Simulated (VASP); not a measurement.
# Zn (Im-3m) in VASP: notebook

Zn is run at these levels: RPBE, PBEsol, PBE, LDA; tasks: single point, relaxation of cell and atoms.

Program: VASP 6.6.1. These are calculated values, not measurements. Logs are shortened: lines on timing, memory, paths and dates and some standing lists are left out, and cuts for length are marked.

### Step 1. The cell of the first run

Symmetry: Im-3m, No. 229, cubic system. The conventional cell has a = 3.184 Å, b = 3.184 Å, c = 3.184 Å, α = 90.00°, β = 90.00°, γ = 90.00°. Zn (site symmetry m-3m) has 14 Zn at 2.76 to 3.18 Å within 3.6 Å.

### Step 2. Single point, RPBE

Contents of INCAR:

```
ALGO = Normal
EDIFF = 1E-6
ENCUT = 520
GGA = RP
ISIF = 2
ISMEAR = -1
LASPH = T
LCHARG = F
LREAL = F
LWAVE = F
NBANDS = 12
NELM = 60
PREC = Accurate
SIGMA = 0.05
```

Contents of KPOINTS:

```
k-points
0
Gamma
  12 12 12
```

Contents of POSCAR:

```
Zn
1.0
   -1.5920074717      1.5920074717      1.5920074717
    1.5920074717     -1.5920074717      1.5920074717
    1.5920074717      1.5920074717     -1.5920074717
Zn
1
Direct
    0.0000000000      0.0000000000      0.0000000000
```

Potentials or basis: VASP PAW PBE potentials, release 64 (Zn).

Started as:

```bash
$ cat potpaw_PBE.64/Zn/POTCAR > POTCAR
$ mpirun -np 1 vasp_std > vasp.out
```

OUTCAR:

```text
EDIFF = 1E-6
   ENCUT = 520
   GGA = RP
   ISIF = 2
   ISMEAR = -1
   LASPH = T
   LREAL = F
   NELM = 60
   PREC = Accurate

 ion  position               nearest neighbor table
   1  0.000  0.000  0.000-

  LATTYP: Found a body centered cubic cell.
 ALAT       =     3.1840149434

  Lattice vectors:

 A1 = (  -1.5920074717,   1.5920074717,   1.5920074717)
 A2 = (   1.5920074717,  -1.5920074717,   1.5920074717)
 A3 = (   1.5920074717,   1.5920074717,  -1.5920074717)

Analysis of symmetry for initial positions (statically):
=====================================================================
 Subroutine PRICEL returns:
 Original cell was already a primitive cell.

 Routine SETGRP: Setting up the symmetry group for a
 body centered cubic supercell.

 Subroutine GETGRP returns: Found 48 space group operations
 (whereof 48 operations were pure point group operations)
 out of a pool of 48 trial point group operations.

The static configuration has the point symmetry O_h .

Analysis of symmetry for dynamics (positions and initial velocities):
=====================================================================
 Subroutine PRICEL returns:
 Original cell was already a primitive cell.

 Routine SETGRP: Setting up the symmetry group for a
 body centered cubic supercell.

 Subroutine GETGRP returns: Found 48 space group operations
 (whereof 48 operations were pure point group operations)
 out of a pool of 48 trial point group operations.

The dynamic configuration has the point symmetry O_h .

 Subroutine INISYM returns: Found 48 space group operations
 (whereof 48 operations are pure point group operations),
 and found     1 'primitive' translations

----------------------------------------------------------------------------------------

                                     Primitive cell

  volume of cell :      16.1397

  direct lattice vectors                    reciprocal lattice vectors
    -1.592007472  1.592007472  1.592007472     0.000000000  0.314068878  0.314068878
     1.592007472 -1.592007472  1.592007472     0.314068878  0.000000000  0.314068878
     1.592007472  1.592007472 -1.592007472     0.314068878  0.314068878  0.000000000

  length of vectors
     2.757437827  2.757437827  2.757437827     0.444160466  0.444160466  0.444160466

  position of ions in fractional coordinates (direct lattice)
     0.000000000  0.000000000  0.000000000

  ion indices of the primitive-cell ions
   primitive index   ion index
                 1           1

----------------------------------------------------------------------------------------

 KPOINTS: k-points

Automatic generation of k-mesh.
 Grid dimensions read from file:
 generate k-points for:   12   12   12

 Generating k-lattice:

  Cartesian coordinates                     Fractional coordinates (reciprocal lattice)
     0.000000000  0.026172406  0.026172406     0.083333333  0.000000000  0.000000000
     0.026172406  0.000000000  0.026172406     0.000000000  0.083333333  0.000000000
     0.026172406  0.026172406  0.000000000     0.000000000  0.000000000  0.083333333

  Length of vectors
     0.037013372  0.037013372  0.037013372

  Shift w.r.t. Gamma in fractional coordinates (k-lattice)
     0.000000000  0.000000000  0.000000000

 Subroutine IBZKPT returns following result:
 ===========================================

 Found     72 irreducible k-points:

 Following reciprocal coordinates:
            Coordinates               Weight
  0.000000  0.000000  0.000000      1.000000
  0.083333  0.000000  0.000000     12.000000
  0.166667  0.000000  0.000000     12.000000
  0.250000  0.000000  0.000000     12.000000
  0.333333  0.000000  0.000000     12.000000
  0.416667  0.000000  0.000000     12.000000
[... 16 lines left out ...]
  0.333333  0.083333  0.083333     24.000000
  0.416667  0.083333  0.083333     12.000000
 [... further k-points ...]
   k-points           NKPTS =     72   k-points in BZ     NKDIM =     72   number of bands    NBANDS=     12
   number of dos      NEDOS =    301   number of ions     NIONS =      1
   total plane-waves  NPLWV =  13824
   dimension x,y,z NGX =    24 NGY =   24 NGZ =   24
   dimension x,y,z NGXF=    48 NGYF=   48 NGZF=   48
   ions per type =               1
   NGX,Y,Z   is equivalent  to a cutoff of  14.47, 14.47, 14.47 a.u.
   NGXF,Y,Z  is equivalent  to a cutoff of  28.94, 28.94, 28.94 a.u.
 SYSTEM =  unknown system
   PREC   = accura    normal or accurate (medium, high low for compatibility)
   ISTART =      0    job   : 0-new  1-cont  2-samecut
   ICHARG =      2    charge: 1-file 2-atom 10-const
   ISPIN  =      1    spin polarized calculation?
   LNONCOLLINEAR =      F non collinear calculations
   LSORBIT =      F    spin-orbit coupling
   LASPH  =      T    aspherical Exc in radial PAW
   ENCUT  =  520.0 eV  38.22 Ry    6.18 a.u.   5.13  5.13  5.13*2*pi/ulx,y,z
   NELM   =     60;   NELMIN=  2; NELMDL= -5     # of ELM steps
   EDIFF  = 0.1E-05   stopping-criterion for ELM
   LREAL  =      F    real-space projection
   EDIFFG = 0.1E-04   stopping-criterion for IOM
   NSW    =      0    number of steps for IOM
   IBRION =     -1    ionic relax: 0-MD 1-quasi-New 2-CG
   NFREE  =      0    steps in history (QN), initial steepest desc. (CG)
   ISIF   =      2    stress and relaxation
   ISYM   =      2    0-nonsym 1-usesym 2-fastsym
   POTIM  = 0.5000    time-step for ionic-motion
   TEBEG  =    0.0;   TEEND  =   0.0 temperature during run
   PSTRESS=    0.0 pullay stress
   NELECT =      12.0000    total number of electrons
   NUPDOWN=      -1.0000    fix difference up-down
   EMIN   =  10.00;   EMAX   =-10.00  energy-range for DOS
   EFERMI =   0.00;   METHOD = LEGACY
   ISMEAR =    -1;   SIGMA  =   0.05  broadening in eV -4-tet -1-fermi 0-gaus
   EFERMI_NEDOS =   21; number of points for ismear=-14 and -15
   IALGO  =     38    algorithm
   IMIX   =      4    mixing-type and parameters
     AMIX     =   0.40;   BMIX     =  1.00
     AMIX_MAG =   1.60;   BMIX_MAG =  1.00
  volume/ion in A,a.u.               =      16.14       108.92
  Fermi-wavevector in a.u.,A,eV,Ry     =   1.483099  2.802651 29.927139  2.199583
  Thomas-Fermi vector in A             =   2.596803
   LORBIT       =      0    0 simple, 1 ext, 2 COOP (PROOUT), +10 PAW based schemes
   GGA     = RP    functional components
   LHFCALC =     F    Hartree Fock is set to
   AEXX    =    0.0000 exact exchange contribution
   IVDW    =     0    specifies the selected vdW correction
   LEPSILON=     F    determine dielectric tensor
   LRPA    =     F    only Hartree local field effects (RPA)
 non-spin polarized calculation
  energy-cutoff  :      520.00
  volume of cell :       16.14
 maximum number of plane-waves:       466
 NGX is ok and might be reduce to    24
   NGX = 11   NGY = 11   NGZ = 11

 number of electron      12.0000011 magnetization

 Free energy of the ion-electron system (eV)
  ---------------------------------------------------
  ext. energy  EPLUGINS =         0.00000000
  ---------------------------------------------------
  free energy    TOTEN  =        -0.66063396 eV

  energy without entropy =       -0.65725651  energy(sigma->0) =       -0.65894523

 E-fermi :   2.8962     XC(G=0): -11.1258

 val. band max:        2.8447649566   @ k =   0.4167   0.0833  -0.0000
 cond. band min:       3.0089087965   @ k =   0.3333   0.2500   0.0833
 fundamental gap:      0.1641438399
 Fermi energy:         2.8961652574

 k-point     1 :       0.0000    0.0000    0.0000
  band No.  band energies     occupation
      1      -7.0528      2.00000
      2      -4.6992      2.00000
      3      -4.6992      2.00000
      4      -4.6992      2.00000
      5      -4.2422      2.00000
      6      -4.2422      2.00000
      7      21.3062      0.00000
      8      21.3062      0.00000
      9      21.3062      0.00000
     10      23.1942      0.00000
     11      23.1942      0.00000
     12      23.1942      0.00000

 k-point     2 :       0.0833    0.0000    0.0000
  band No.  band energies     occupation
      1      -6.8410      2.00000
      2      -4.7177      2.00000
      3      -4.6942      2.00000
      4      -4.6523      2.00000
      5      -4.2592      2.00000
      6      -4.2411      2.00000
      7      18.6836      0.00000
      8      19.9650      0.00000
      9      20.4529      0.00000
     10      21.8071      0.00000
     11      21.8453      0.00000
     12      22.9135      0.00000

 k-point     3 :       0.1667    0.0000    0.0000
  band No.  band energies     occupation
      1      -6.2344      2.00000
      2      -4.7681      2.00000
      3      -4.6636      2.00000
      4      -4.5213      2.00000
      5      -4.2915      2.00000
      6      -4.2374      2.00000
      7      14.6129      0.00000
      8      18.0114      0.00000
      9      18.8020      0.00000
     10      20.3617      0.00000
     11      20.8400      0.00000
     12      23.4657      0.00000
[... 286 lines left out ...]
 k-point    23 :       0.3333    0.0833    0.0833
  band No.  band energies     occupation
      1      -5.1293      2.00000
      2      -4.9519      2.00000
      3      -4.2596      2.00000
      4      -4.2154      2.00000
      5      -4.2105      2.00000
      6      -0.7734      2.00000
      7       4.4615      0.00000
      8      11.4488      0.00000
      9      12.1397      0.00000
     10      22.0678      0.00000
     11      22.6883      0.00000
     12      28.6277      0.00000

 k-point    24 :       0.4167    0.0833    0.0833
  band No.  band energies     occupation
      1      -5.1544      2.00000
      2      -4.9674      2.00000
      3      -4.2513      2.00000
      4      -4.2120      2.00000
      5      -4.1426      2.00000
      6       1.0916      2.00000
      7       2.1767      2.00000
      8      11.2087      0.00000
      9      11.9340      0.00000
     10      21.8850      0.00000
     11      22.5587      0.00000
     12      30.2582      0.00000

 [... further k-points ...]
[... 5 lines left out ...]
  --------------------------------------------------------------------------------------
  -------------------------------------------------------------------------------------
  Total        0.0188599      0.0188599      0.0188599     -0.0000000      0.0000000     -0.0000000
  in kB        1.8722146      1.8722146      1.8722146     -0.0000000      0.0000000     -0.0000000
  external PRESSURE =       1.8722146 kB  Pullay stress =       0.0000000 kB

 VOLUME and BASIS-vectors are now :
 -----------------------------------------------------------------------------
  energy-cutoff  :      520.00
  volume of cell :       16.14
      direct lattice vectors                 reciprocal lattice vectors
    -1.592007472  1.592007472  1.592007472     0.000000000  0.314068878  0.314068878
     1.592007472 -1.592007472  1.592007472     0.314068878  0.000000000  0.314068878
     1.592007472  1.592007472 -1.592007472     0.314068878  0.314068878  0.000000000

 POSITION                                       TOTAL-FORCE (eV/Angst)
 -----------------------------------------------------------------------------------
      0.00000      0.00000      0.00000        -0.000000      0.000000      0.000000
 -----------------------------------------------------------------------------------
    total drift:                                0.000000      0.000000      0.000000

  FREE ENERGIE OF THE ION-ELECTRON SYSTEM (eV)
  ---------------------------------------------------
  free  energy   TOTEN  =        -0.6606339551 eV

  energy  without entropy=       -0.6572565125  energy(sigma->0) =       -0.65894523
```

Wall time 6.6 s (1 thread of Intel Xeon 6975P-C, shared host); peak memory 0.14 GiB.

Results:

- Free energy: -0.6606 eV
- Pressure: 0.2 GPa
- Band gap on the k mesh: zero (band 6 reaches 7.06 eV, above the bottom of band 7 at 1.90 eV)

Caveat: the PAW data sets were made with another functional, which shifts forces and pressure a little.

### Step 3. Relaxation of cell and atoms, PBEsol

This run uses another cell than the first one, of 15.45 Å³/atom, 0.957 times its volume.

Contents of INCAR:

```
SYSTEM = Zn
PREC = Accurate
ENCUT = 600
EDIFF = 1E-6
ISMEAR = -1
SIGMA = 0.05
LREAL = .FALSE.
LASPH = .TRUE.
NELM = 80
ALGO = Fast
ISIF = 3
LWAVE = .FALSE.
LCHARG = .FALSE.
GGA = PS
IBRION = 2
NSW = 60
EDIFFG = -0.01
```

Contents of KPOINTS:

```
regular mesh
0
G
  12 12 12
  0 0 0
```

Contents of POSCAR:

```
Zn
1.0
   -1.5690370000      1.5690370000      1.5690370000
    1.5690370000     -1.5690370000      1.5690370000
    1.5690370000      1.5690370000     -1.5690370000
Zn
1
Direct
    0.0000000000      0.0000000000      0.0000000000
```

Potentials or basis: VASP PAW PBE potentials, release 64 (Zn).

Started as:

```bash
$ cat potpaw_PBE.64/Zn/POTCAR > POTCAR
$ mpirun -np 1 vasp_std > vasp.out
```

OUTCAR:

```text
SYSTEM = Zn
   PREC = Accurate
   ENCUT = 600
   EDIFF = 1E-6
   ISMEAR = -1
   LREAL = .FALSE.
   LASPH = .TRUE.
   NELM = 80
   ISIF = 3
   GGA = PS
   IBRION = 2
   NSW = 60
   EDIFFG = -0.01

 ion  position               nearest neighbor table
   1  0.000  0.000  0.000-

  LATTYP: Found a body centered cubic cell.
 ALAT       =     3.1380740000

  Lattice vectors:

 A1 = (  -1.5690370000,   1.5690370000,   1.5690370000)
 A2 = (   1.5690370000,  -1.5690370000,   1.5690370000)
 A3 = (   1.5690370000,   1.5690370000,  -1.5690370000)

Analysis of symmetry for initial positions (statically):
=====================================================================
 Subroutine PRICEL returns:
 Original cell was already a primitive cell.

 Routine SETGRP: Setting up the symmetry group for a
 body centered cubic supercell.

 Subroutine GETGRP returns: Found 48 space group operations
 (whereof 48 operations were pure point group operations)
 out of a pool of 48 trial point group operations.

The static configuration has the point symmetry O_h .

Analysis of symmetry for dynamics (positions and initial velocities):
[... 167 lines left out ...]
  Total       -0.4755059     -0.4755059     -0.4755059      0.0000000      0.0000000      0.0000000
  in kB      -49.3068196    -49.3068196    -49.3068196      0.0000000      0.0000000      0.0000000
  external PRESSURE =     -49.3068196 kB  Pullay stress =       0.0000000 kB
[... 92 lines left out ...]
--------------------------------------- Ionic step        4  -------------------------------------------

 number of electron      12.0000008 magnetization

 Free energy of the ion-electron system (eV)
  ---------------------------------------------------
  ext. energy  EPLUGINS =         0.00000000
  ---------------------------------------------------
  free energy    TOTEN  =        -1.48830615 eV

  energy without entropy =       -1.48479273  energy(sigma->0) =       -1.48654944

 E-fermi :   3.5611     XC(G=0): -12.0711

 val. band max:        3.4585566973   @ k =   0.3333   0.2500   0.0833
 cond. band min:       3.5636530525   @ k =  -0.4167  -0.4167   0.0833
 fundamental gap:      0.1050963552
 Fermi energy:         3.5611117821

 k-point     1 :       0.0000    0.0000    0.0000
  band No.  band energies     occupation
      1      -7.5118      2.00000
      2      -4.4459      2.00000
      3      -4.4459      2.00000
      4      -4.4459      2.00000
      5      -3.8653      2.00000
      6      -3.8653      2.00000
      7      23.8657      0.00000
      8      23.8657      0.00000
      9      23.8658      0.00000
     10      24.9868      0.00000
[... 287 lines left out ...]
 k-point    24 :       0.4167    0.0833    0.0833
  band No.  band energies     occupation
      1      -5.0739      2.00000
      2      -4.7979      2.00000
      3      -3.8760      2.00000
      4      -3.8231      2.00000
      5      -3.7713      2.00000
      6       1.2858      2.00000
      7       2.9628      1.99999
      8      12.5780      0.00000
      9      13.1521      0.00000
     10      23.8663      0.00000

 [... further k-points ...]
[... 5 lines left out ...]
  --------------------------------------------------------------------------------------
  -------------------------------------------------------------------------------------
  Total        0.0043180      0.0043180      0.0043180     -0.0000000     -0.0000000      0.0000000
  in kB        0.4863792      0.4863792      0.4863792     -0.0000000     -0.0000000      0.0000000
  external PRESSURE =       0.4863792 kB  Pullay stress =       0.0000000 kB
[... 16 lines left out ...]
  FREE ENERGIE OF THE ION-ELECTRON SYSTEM (eV)
  ---------------------------------------------------
  free  energy   TOTEN  =        -1.4883061463 eV

  energy  without entropy=       -1.4847927301  energy(sigma->0) =       -1.48654944

 reached required accuracy - stopping structural energy minimisation
```

CONTCAR:

```text
Zn
   1.00000000000000
    -1.5263444872390837    1.5263444872390837    1.5263444872390837
     1.5263444872390837   -1.5263444872390837    1.5263444872390837
     1.5263444872390837    1.5263444872390837   -1.5263444872390837
  Zn
     1
Direct
     0.0000000000000000    0.0000000000000000    0.0000000000000000

  0.00000000E+00  0.00000000E+00  0.00000000E+00
```

It took 18 s on 1 thread of Intel Xeon 6975P-C, shared host; peak memory 0.15 GiB.

Results:

```
Free energy                            : -1.4883 eV
Relaxed volume                         : 14.22 Å³/atom
Relaxed cell                           : a = 2.644 Å, b = 2.644 Å, c = 2.644 Å, α = 109.47°, β = 109.47°, γ = 109.47°
Space group after relaxing (to 0.05 Å) : Im-3m (No. 229)
Energy gained by relaxing              : 19.0 meV/atom
Ionic steps                            : 4
Pressure after relaxing                : 0.0 GPa
Band gap on the k mesh                 : zero (band 6 reaches 7.83 eV, above the bottom of band 7 at 2.68 eV)
```

The path:
```tsv
step	energy change (eV)	largest force (eV/Å)	pressure (GPa)	volume (Å³)
1	0.0000	0.0000	-4.93	15.45
2	-0.0189	0.0000	-0.39	14.41
3	-0.0191	0.0000	-0.43	14.35
4	-0.0190	0.0000	0.05	14.22
```

Final structure:
```cif
data_structure
_symmetry_space_group_name_H-M 'P 1'
_symmetry_Int_Tables_number 1
_cell_length_a 2.6437
_cell_length_b 2.6437
_cell_length_c 2.6437
_cell_angle_alpha 109.471
_cell_angle_beta 109.471
_cell_angle_gamma 109.471
_cell_volume 14.22
loop_
_atom_site_label
_atom_site_type_symbol
_atom_site_fract_x
_atom_site_fract_y
_atom_site_fract_z
_atom_site_occupancy
Zn1 Zn 0.00000 0.00000 0.00000 1
```

Caveat: the PAW data sets were made with another functional, which shifts forces and pressure a little.

(Part 1 of 2 ends here.)
